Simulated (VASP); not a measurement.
Input of a VASP 6.6.1 run:

Contents of INCAR:

```
SYSTEM = Pt
ALGO = Normal
EDIFF = 1E-6
ENCUT = 520
GGA = PS
ISIF = 2
ISMEAR = -1
LASPH = .True.
LCHARG = .False.
LREAL = .False.
LWAVE = .False.
NBANDS = 11
NELM = 100
PREC = Accurate
SIGMA = 0.1
```

File KPOINTS:

```
k-points
0
Gamma
  14 14 14
  0 0 0
```

The input POSCAR:

```
Pt
1.0
    2.6553673449      0.0000000000      0.0000000000
    0.0000000000      2.6553673449      0.0000000000
    0.0000000000      0.0000000000      2.6553673449
Pt
1
Direct
    0.0000000000      0.0000000000      0.0000000000
```

Potentials or basis: VASP PAW PBE potentials, release 64 (Pt).

Command:

```bash
$ cat potpaw_PBE.64/Pt/POTCAR > POTCAR
$ mpirun -np 1 vasp_std > vasp.out
```

Problem. Predict the band gap on the k mesh.

Solution. Zero (band 5 reaches 9.35 eV, above the bottom of band 6 at 6.41 eV).

Problem. What does it give for the pressure?

Solution. -13.8 GPa.

Caveat: the PAW data sets were made with another functional, which shifts forces and pressure a little; spin-orbit coupling is left out, which moves the levels of the heavy elements.
